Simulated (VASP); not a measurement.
SnO, 8 atoms in the cell. The cell holds a slab with vacuum, 8 atoms: a = 3.820 Å, b = 3.820 Å, c = 22.226 Å, α = 90.00°, β = 90.00°, γ = 90.00°.  This cell differs from its parent crystal: layers slid over each other.

```yaml
Program: VASP 6.6.1
Task: single point
Functional: PBE
Dispersion: D3(BJ)
Potentials_or_basis: VASP PAW PBE potentials, release 64 (Sn_d, O)
Cutoff: 520 eV
k_mesh: 7 × 7 × 1
Occupations: gaussian, width 0.05 eV
Spin: no spin polarisation
Dipole_correction: yes
Further_INCAR_settings: ALGO = Normal; EDIFF = 1e-06; NBANDS = 50; NELMDL = -8
```

Potentials or basis: VASP PAW PBE potentials, release 64 (Sn_d, O).

The run is started by

```bash
$ cat potpaw_PBE.64/Sn_d/POTCAR potpaw_PBE.64/O/POTCAR > POTCAR
$ mpirun -np 1 vasp_std > vasp.out
```

Hardware: 1 thread of Oxide Virtual Turin-like Processor (shared host).

Q: How long does it take, and how much memory?

A: It took 13 min on 1 thread of Oxide Virtual Turin-like Processor (shared host), peak memory 0.42 GiB. Counts: scf iterations 27, k points 16.
